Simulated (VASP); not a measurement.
A run of VASP 6.6.1 is set up as follows.

The input INCAR:

```
SYSTEM = GaAs
ALGO = Normal
EDIFF = 1E-6
EDIFFG = -0.005
ENCUT = 600
GGA = PS
IBRION = 2
ISIF = 3
ISMEAR = -1
LASPH = .TRUE.
LCHARG = .FALSE.
LREAL = .FALSE.
LWAVE = .FALSE.
NELM = 100
NSW = 80
PREC = Accurate
SIGMA = 0.02
```

The input KPOINTS:

```
k-points
0
G
  8 8 8
  0 0 0
```

File POSCAR:

```
GaAs
1.0
    0.0000000000      2.8718185932      2.8718185932
    2.8718185932      0.0000000000      2.8718185932
    2.8718185932      2.8718185932      0.0000000000
Ga As
1 1
Direct
    0.0000000000      0.0000000000      0.0000000000
    0.2500000000      0.2500000000      0.2500000000
```

Potentials or basis: VASP PAW PBE potentials, release 64 (Ga_d, As).

Run with:

```sh
$ cat potpaw_PBE.64/Ga_d/POTCAR potpaw_PBE.64/As/POTCAR > POTCAR
$ mpirun -np 1 vasp_std > vasp.out
```

(1) Estimate the space group after relaxing (to 0.05 Å).

(2) Estimate the band gap on the k mesh.

Answers

(1) F-43m (No. 216).

(2) 0.42 eV, direct.
